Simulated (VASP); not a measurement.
# Pt (P6_3/mmc) in VASP: a series of runs, part 2 of 3

VASP 6.6.1. The steps go on from the part before.

**5. Single point, r2SCAN (strain +0.015 along x and y, -0.030 along z)**

Input file POSCAR:

```
Pt
1.0
    2.7739638542      0.0000000000      0.0000000000
   -1.3869819271      2.4023231669      0.0000000000
    0.0000000000      0.0000000000      4.6223926652
Pt
2
Direct
    0.6666666667      0.3333333333      0.7500000000
    0.3333333333      0.6666666667      0.2500000000
```

Input file INCAR.step1:

```
SYSTEM = Pt
PREC = Accurate
ENCUT = 520
ISMEAR = 0
SIGMA = 0.15
LREAL = .False.
LASPH = .True.
NELM = 80
NBANDS = 17
GGA = PE
ALGO = Normal
EDIFF = 1E-4
LWAVE = .True.
LCHARG = .False.
```

Input file INCAR.step2:

```
SYSTEM = Pt
PREC = Accurate
ENCUT = 520
EDIFF = 1E-7
ISMEAR = 0
SIGMA = 0.15
LREAL = .False.
LASPH = .True.
NELM = 80
ALGO = Normal
ISIF = 2
LWAVE = .False.
LCHARG = .True.
METAGGA = R2SCAN
LMIXTAU = .True.
LELF = .True.
LVHAR = .True.
NBANDS = 17
ISTART = 1
```

Input file KPOINTS:

```
regular mesh
0
Gamma
  24 24 12
  0 0 0
```

Potentials or basis: VASP PAW PBE potentials, release 64 (Pt).

The run is started by

```sh
> cat potpaw_PBE.64/Pt/POTCAR > POTCAR
> cp INCAR.step1 INCAR
> mpirun -np 1 vasp_std > vasp.out
> cp INCAR.step2 INCAR
> mpirun -np 1 vasp_std > vasp.out
```

OUTCAR:

```text
SYSTEM = Pt
   PREC = Accurate
   ENCUT = 520
   EDIFF = 1E-7
   ISMEAR = 0
   LREAL = .False.
   LASPH = .True.
   NELM = 80
   ISIF = 2
   METAGGA = R2SCAN
   ISTART = 1

 ion  position               nearest neighbor table
   1  0.667  0.333  0.750-   2 2.81   2 2.81   2 2.81   2 2.81   2 2.81   2 2.81
   2  0.333  0.667  0.250-   1 2.81   1 2.81   1 2.81   1 2.81   1 2.81   1 2.81

  LATTYP: Found a hexagonal cell.
 ALAT       =     2.7739638542
 C/A-ratio  =     1.6663492778

  Lattice vectors:

 A1 = (   2.7739638542,   0.0000000000,   0.0000000000)
 A2 = (  -1.3869819271,   2.4023231669,   0.0000000000)
 A3 = (   0.0000000000,   0.0000000000,   4.6223926652)

Analysis of symmetry for initial positions (statically):
=====================================================================
 Subroutine PRICEL returns:
 Original cell was already a primitive cell.

 Routine SETGRP: Setting up the symmetry group for a
 hexagonal supercell.

 Subroutine GETGRP returns: Found 24 space group operations
 (whereof 12 operations were pure point group operations)
 out of a pool of 24 trial point group operations.

The static configuration has the point symmetry D_3d.
[... 165 lines left out ...]

 val. band max:       10.5927649884   @ k =   0.4167   0.0417   0.0833
 cond. band min:      10.5954641182   @ k =   0.3333   0.2083   0.5000
 fundamental gap:      0.0026991298
 Fermi energy:        10.5953329960

 k-point     1 :       0.0000    0.0000    0.0000
  band No.  band energies     occupation
      1       0.3647      2.00000
      2       3.2033      2.00000
      3       6.6777      2.00000
      4       6.9368      2.00000
      5       6.9368      2.00000
      6       7.3972      2.00000
[... 457 lines left out ...]
      4       6.8986      2.00000
      5       7.1264      2.00000
      6       7.5447      2.00000
[... 9 lines left out ...]
     16      22.8917      0.00000
     17      25.1043      0.00000

 [... further k-points ...]

------------------------ aborting loop because EDIFF is reached ----------------------------------------

  FORCE on cell =-STRESS in cart. coord.  units (eV):
  Direction    XX          YY          ZZ          XY          YZ          ZX
  --------------------------------------------------------------------------------------
  -------------------------------------------------------------------------------------
  Total       -0.4054385     -0.4054385      1.0155476      0.0000000      0.0000000      0.0000000
  in kB      -21.0880530    -21.0880530     52.8216312      0.0000000      0.0000000      0.0000000
  external PRESSURE =       3.5485084 kB  Pullay stress =       0.0000000 kB

 VOLUME and BASIS-vectors are now :
 -----------------------------------------------------------------------------
  energy-cutoff  :      520.00
  volume of cell :       30.80
      direct lattice vectors                 reciprocal lattice vectors
     2.773963854  0.000000000  0.000000000     0.360494964  0.208131865  0.000000000
    -1.386981927  2.402323167  0.000000000     0.000000000  0.416263729  0.000000000
     0.000000000  0.000000000  4.622392665     0.000000000  0.000000000  0.216338176

 POSITION                                       TOTAL-FORCE (eV/Angst)
 -----------------------------------------------------------------------------------
      1.38698      0.80077      3.46679        -0.000000      0.000000      0.000000
     -0.00000      1.60155      1.15560         0.000000     -0.000000      0.000000
 -----------------------------------------------------------------------------------
    total drift:                               -0.000000      0.000000     -0.000000

  FREE ENERGIE OF THE ION-ELECTRON SYSTEM (eV)
  ---------------------------------------------------
  free  energy   TOTEN  =      -102.8752032531 eV

  energy  without entropy=     -102.8304918455  energy(sigma->0) =     -102.85284755
```

OUTCAR.step1:

```text
SYSTEM = Pt
   PREC = Accurate
   ENCUT = 520
   ISMEAR = 0
   LREAL = .False.
   LASPH = .True.
[... 705 lines left out ...]
      1.38698      0.80077      3.46679         0.000000      0.000000      0.000000
     -0.00000      1.60155      1.15560        -0.000000     -0.000000      0.000000
 -----------------------------------------------------------------------------------
    total drift:                               -0.000000      0.000000     -0.000000

  FREE ENERGIE OF THE ION-ELECTRON SYSTEM (eV)
  ---------------------------------------------------
  free  energy   TOTEN  =       -12.0786492413 eV

  energy  without entropy=      -12.0306232583  energy(sigma->0) =      -12.05463625
```

Wall time 6.6 min (1 thread of Intel Xeon Platinum 8488C (Sapphire Rapids), shared host); peak memory 0.31 GiB.

Results:

```yaml
Free_energy: -102.8752 eV
Pressure: 0.4 GPa
Band_gap_on_the_k_mesh: zero (bands 10 and 11 overlap by 1.34 eV)
```

Levels at points of the mesh, in eV from the Fermi level:
| k point | band 6 | band 7 | band 8 | band 9 | band 10 | band 11 | band 12 | band 13 | band 14 | band 15 |
| --- | --- | --- | --- | --- | --- | --- | --- | --- | --- | --- |
| (0.00, 0.00, 0.00) | -3.20 | -3.20 | -2.28 | -2.28 | -0.34 | -0.30 | -0.30 | 5.66 | 15.82 | 17.23 |
| (0.50, 0.00, 0.00) | -3.00 | -2.87 | 0.09 | 0.12 | 0.40 | 2.39 | 3.88 | 7.94 | 9.73 | 10.42 |
| (0.00, 0.00, 0.50) | -3.72 | -3.72 | -3.72 | -0.94 | -0.94 | -0.94 | -0.94 | 13.65 | 13.65 | 16.29 |
| (0.50, 0.00, 0.50) | -2.13 | -0.89 | -0.89 | 0.28 | 0.28 | 1.84 | 1.84 | 6.85 | 6.85 | 15.62 |

Caveat: the cell differs from its parent crystal (strain +0.015 along x and y, -0.030 along z); the PAW data sets were made with another functional, which shifts forces and pressure a little; spin-orbit coupling is left out, which moves the levels of the heavy elements.

**6. Single point, r2SCAN (strain +0.000 along x and y, +0.015 along z)**

Input file POSCAR:

```
Pt
1.0
    2.7329693145      0.0000000000      0.0000000000
   -1.3664846573      2.3668208541      0.0000000000
    0.0000000000      0.0000000000      4.8368335620
Pt
2
Direct
    0.6666666667      0.3333333333      0.7500000000
    0.3333333333      0.6666666667      0.2500000000
```

Input file INCAR.step1:

```
PREC = Accurate ; ENCUT = 520
ISMEAR = 0 ; SIGMA = 0.15
LREAL = False ; LASPH = True
NELM = 100 ; NBANDS = 17
GGA = PE ; ALGO = Normal
EDIFF = 1E-4 ; LWAVE = True
LCHARG = False
```

Input file INCAR.step2:

```
PREC = Accurate ; ENCUT = 520
EDIFF = 1E-7 ; ISMEAR = 0
SIGMA = 0.15 ; LREAL = False
LASPH = True ; NELM = 100
ALGO = Normal ; ISIF = 2
LWAVE = False ; LCHARG = False
METAGGA = R2SCAN ; LMIXTAU = True
NBANDS = 17 ; ISTART = 1
```

Input file KPOINTS:

```
Automatic mesh
0
Gamma
  24 24 12
```

Potentials or basis: VASP PAW PBE potentials, release 64 (Pt).

The run is started by

```sh
> cat potpaw_PBE.64/Pt/POTCAR > POTCAR
> cp INCAR.step1 INCAR
> mpirun -np 1 vasp_std > vasp.out
> cp INCAR.step2 INCAR
> mpirun -np 1 vasp_std > vasp.out
```

OUTCAR:

```text
PREC = Accurate
   ENCUT = 520
   EDIFF = 1E-7
   ISMEAR = 0
   LREAL = False
   LASPH = True
   NELM = 100
   ISIF = 2
   METAGGA = R2SCAN
   ISTART = 1

 ion  position               nearest neighbor table
   1  0.667  0.333  0.750-   2 2.89   2 2.89   2 2.89   2 2.89   2 2.89   2 2.89
   2  0.333  0.667  0.250-   1 2.89   1 2.89   1 2.89   1 2.89   1 2.89   1 2.89

  LATTYP: Found a hexagonal cell.
 ALAT       =     2.7329693145
 C/A-ratio  =     1.7698089533

  Lattice vectors:

 A1 = (   2.7329693145,   0.0000000000,   0.0000000000)
 A2 = (  -1.3664846573,   2.3668208541,   0.0000000000)
 A3 = (   0.0000000000,   0.0000000000,   4.8368335620)

Analysis of symmetry for initial positions (statically):
=====================================================================
 Subroutine PRICEL returns:
 Original cell was already a primitive cell.

 Routine SETGRP: Setting up the symmetry group for a
 hexagonal supercell.

 Subroutine GETGRP returns: Found 24 space group operations
 (whereof 12 operations were pure point group operations)
 out of a pool of 24 trial point group operations.

The static configuration has the point symmetry D_3d.
 The point group associated with its full space group is D_6h.

Analysis of symmetry for dynamics (positions and initial velocities):
=====================================================================
 Subroutine PRICEL returns:
 Original cell was already a primitive cell.

 Routine SETGRP: Setting up the symmetry group for a
 hexagonal supercell.

 Subroutine GETGRP returns: Found 24 space group operations
 (whereof 12 operations were pure point group operations)
 out of a pool of 24 trial point group operations.

The dynamic configuration has the point symmetry D_3d.
 The point group associated with its full space group is D_6h.

 Subroutine INISYM returns: Found 24 space group operations
 (whereof 12 operations are pure point group operations),
 and found     1 'primitive' translations

----------------------------------------------------------------------------------------

                                     Primitive cell

  volume of cell :      31.2868

  direct lattice vectors                    reciprocal lattice vectors
     2.732969315  0.000000000  0.000000000     0.365902389  0.211253843  0.000000000
    -1.366484657  2.366820854  0.000000000     0.000000000  0.422507685  0.000000000
     0.000000000  0.000000000  4.836833562     0.000000000  0.000000000  0.206746829

  length of vectors
     2.732969315  2.732969315  4.836833562     0.422507685  0.422507685  0.206746829

  position of ions in fractional coordinates (direct lattice)
     0.666666667  0.333333333  0.750000000
     0.333333333  0.666666667  0.250000000

  ion indices of the primitive-cell ions
   primitive index   ion index
                 1           1
                 2           2

----------------------------------------------------------------------------------------

 KPOINTS: Automatic mesh

Automatic generation of k-mesh.
 Grid dimensions read from file:
 generate k-points for:   24   24   12

 Generating k-lattice:

  Cartesian coordinates                     Fractional coordinates (reciprocal lattice)
     0.015245933  0.008802243  0.000000000     0.041666667  0.000000000  0.000000000
     0.000000000  0.017604487  0.000000000     0.000000000  0.041666667  0.000000000
     0.000000000  0.000000000  0.017228902     0.000000000  0.000000000  0.083333333

  Length of vectors
     0.017604487  0.017604487  0.017228902

  Shift w.r.t. Gamma in fractional coordinates (k-lattice)
     0.000000000  0.000000000  0.000000000

 Subroutine IBZKPT returns following result:
 ===========================================

 Found    427 irreducible k-points:

 Following reciprocal coordinates:
            Coordinates               Weight
  0.000000  0.000000  0.000000      1.000000
  0.041667 -0.000000  0.000000      6.000000
  0.083333  0.000000  0.000000      6.000000
  0.125000 -0.000000  0.000000      6.000000
  0.166667 -0.000000  0.000000      6.000000
  0.208333 -0.000000  0.000000      6.000000
[... 16 lines left out ...]
  0.416667  0.041667  0.000000     12.000000
  0.458333  0.041667  0.000000     12.000000
 [... further k-points ...]
   k-points           NKPTS =    427   k-points in BZ     NKDIM =    427   number of bands    NBANDS=     17
   number of dos      NEDOS =    301   number of ions     NIONS =      2
   total plane-waves  NPLWV =  14400
   dimension x,y,z NGX =    20 NGY =   20 NGZ =   36
   dimension x,y,z NGXF=    40 NGYF=   40 NGZF=   72
   ions per type =               2
   NGX,Y,Z   is equivalent  to a cutoff of  12.17, 12.17, 12.37 a.u.
   NGXF,Y,Z  is equivalent  to a cutoff of  24.33, 24.33, 24.75 a.u.
 SYSTEM =  unknown system
   PREC   = accura    normal or accurate (medium, high low for compatibility)
   ISTART =      1    job   : 0-new  1-cont  2-samecut
   ICHARG =      0    charge: 1-file 2-atom 10-const
   ISPIN  =      1    spin polarized calculation?
   LNONCOLLINEAR =      F non collinear calculations
   LSORBIT =      F    spin-orbit coupling
   LASPH  =      T    aspherical Exc in radial PAW
   ENCUT  =  520.0 eV  38.22 Ry    6.18 a.u.   5.08  5.08  8.99*2*pi/ulx,y,z
   NELM   =    100;   NELMIN=  2; NELMDL=  0     # of ELM steps
   EDIFF  = 0.1E-06   stopping-criterion for ELM
   LREAL  =      F    real-space projection
   EDIFFG = 0.1E-05   stopping-criterion for IOM
   NSW    =      0    number of steps for IOM
   IBRION =     -1    ionic relax: 0-MD 1-quasi-New 2-CG
   NFREE  =      0    steps in history (QN), initial steepest desc. (CG)
   ISIF   =      2    stress and relaxation
   ISYM   =      2    0-nonsym 1-usesym 2-fastsym
   POTIM  = 0.5000    time-step for ionic-motion
   TEBEG  =    0.0;   TEEND  =   0.0 temperature during run
   PSTRESS=    0.0 pullay stress
   NELECT =      20.0000    total number of electrons
   NUPDOWN=      -1.0000    fix difference up-down
   EMIN   =  10.00;   EMAX   =-10.00  energy-range for DOS
   EFERMI =   0.00;   METHOD = LEGACY
   ISMEAR =     0;   SIGMA  =   0.15  broadening in eV -4-tet -1-fermi 0-gaus
   EFERMI_NEDOS =   21; number of points for ismear=-14 and -15
   IALGO  =     38    algorithm
   IMIX   =      4    mixing-type and parameters
     AMIX     =   0.40;   BMIX     =  1.00
     AMIX_MAG =   1.60;   BMIX_MAG =  1.00
  volume/ion in A,a.u.               =      15.64       105.57
  Fermi-wavevector in a.u.,A,eV,Ry     =   1.410255  2.664996 27.059538  1.988820
  Thomas-Fermi vector in A             =   2.532228
   LORBIT       =      0    0 simple, 1 ext, 2 COOP (PROOUT), +10 PAW based schemes
   METAGGA = R2SCAN    functional components
   LHFCALC =     F    Hartree Fock is set to
   AEXX    =    0.0000 exact exchange contribution
   IVDW    =     0    specifies the selected vdW correction
   LEPSILON=     F    determine dielectric tensor
   LRPA    =     F    only Hartree local field effects (RPA)
 non-spin polarized calculation
 Gauss-broadening in eV      SIGMA  =   0.15
  energy-cutoff  :      520.00
  volume of cell :       31.29
 maximum number of plane-waves:       858
   NGX = 11   NGY = 11   NGZ = 17

 number of electron      19.9999997 magnetization

 Free energy of the ion-electron system (eV)
  ---------------------------------------------------
  ext. energy  EPLUGINS =         0.00000000
  ---------------------------------------------------
  free energy    TOTEN  =      -102.88842095 eV

  energy without entropy =     -102.85344584  energy(sigma->0) =     -102.87093340

 E-fermi :  10.2911     XC(G=0): -14.3599

 val. band max:       10.2898393747   @ k =   0.5000  -0.0000   0.3333
 cond. band min:      10.2931253017   @ k =   0.0417   0.0417   0.2500
 fundamental gap:      0.0032859270
 Fermi energy:        10.2911290037

 k-point     1 :       0.0000    0.0000    0.0000
  band No.  band energies     occupation
      1       0.2487      2.00000
      2       2.8366      2.00000
      3       6.0476      2.00000
      4       6.6908      2.00000
      5       6.6908      2.00000
      6       7.0384      2.00000
[... 9 lines left out ...]
     16      28.4929      0.00000
     17      32.7943      0.00000
[... 441 lines left out ...]
 k-point    24 :       0.4583    0.0417    0.0000
  band No.  band energies     occupation
      1       3.5774      2.00000
      2       3.6887      2.00000
      3       4.3843      2.00000
      4       6.6673      2.00000
      5       7.0971      2.00000
      6       7.1955      2.00000
[... 9 lines left out ...]
     16      23.2454      0.00000
     17      24.4445      0.00000

 [... further k-points ...]

------------------------ aborting loop because EDIFF is reached ----------------------------------------

  FORCE on cell =-STRESS in cart. coord.  units (eV):
  Direction    XX          YY          ZZ          XY          YZ          ZX
  --------------------------------------------------------------------------------------
  -------------------------------------------------------------------------------------
  Total       -0.2823794     -0.2823794     -0.9634973      0.0000000      0.0000000      0.0000000
  in kB      -14.4604677    -14.4604677    -49.3400752      0.0000000      0.0000000      0.0000000
  external PRESSURE =     -26.0870035 kB  Pullay stress =       0.0000000 kB

 VOLUME and BASIS-vectors are now :
 -----------------------------------------------------------------------------
  energy-cutoff  :      520.00
  volume of cell :       31.29
      direct lattice vectors                 reciprocal lattice vectors
     2.732969315  0.000000000  0.000000000     0.365902389  0.211253843  0.000000000
    -1.366484657  2.366820854  0.000000000     0.000000000  0.422507685  0.000000000
     0.000000000  0.000000000  4.836833562     0.000000000  0.000000000  0.206746829

 POSITION                                       TOTAL-FORCE (eV/Angst)
 -----------------------------------------------------------------------------------
      1.36648      0.78894      3.62763         0.000000     -0.000000      0.000000
     -0.00000      1.57788      1.20921        -0.000000      0.000000      0.000000
 -----------------------------------------------------------------------------------
    total drift:                               -0.000000      0.000000     -0.000000

  FREE ENERGIE OF THE ION-ELECTRON SYSTEM (eV)
  ---------------------------------------------------
  free  energy   TOTEN  =      -102.8884209542 eV

  energy  without entropy=     -102.8534458412  energy(sigma->0) =     -102.87093340
```

OUTCAR.step1:

```text
PREC = Accurate
   ENCUT = 520
   ISMEAR = 0
   LREAL = False
   LASPH = True
[... 704 lines left out ...]
      1.36648      0.78894      3.62763         0.000000      0.000000      0.000000
     -0.00000      1.57788      1.20921        -0.000000     -0.000000      0.000000
 -----------------------------------------------------------------------------------
    total drift:                               -0.000000      0.000000     -0.000000

  FREE ENERGIE OF THE ION-ELECTRON SYSTEM (eV)
  ---------------------------------------------------
  free  energy   TOTEN  =       -12.0913824089 eV

  energy  without entropy=      -12.0519748959  energy(sigma->0) =      -12.07167865
```

It took 7.5 min on 1 thread of Intel Xeon Platinum 8488C (Sapphire Rapids), shared host; peak memory 0.29 GiB.

Results:

```
Free energy            : -102.8884 eV
Pressure               : -2.6 GPa
Band gap on the k mesh : zero (bands 10 and 11 overlap by 1.44 eV)
```

Caveat: the cell differs from its parent crystal (strain +0.000 along x and y, +0.015 along z); the PAW data sets were made with another functional, which shifts forces and pressure a little; spin-orbit coupling is left out, which moves the levels of the heavy elements.

(Continued in part 3 of 3.)
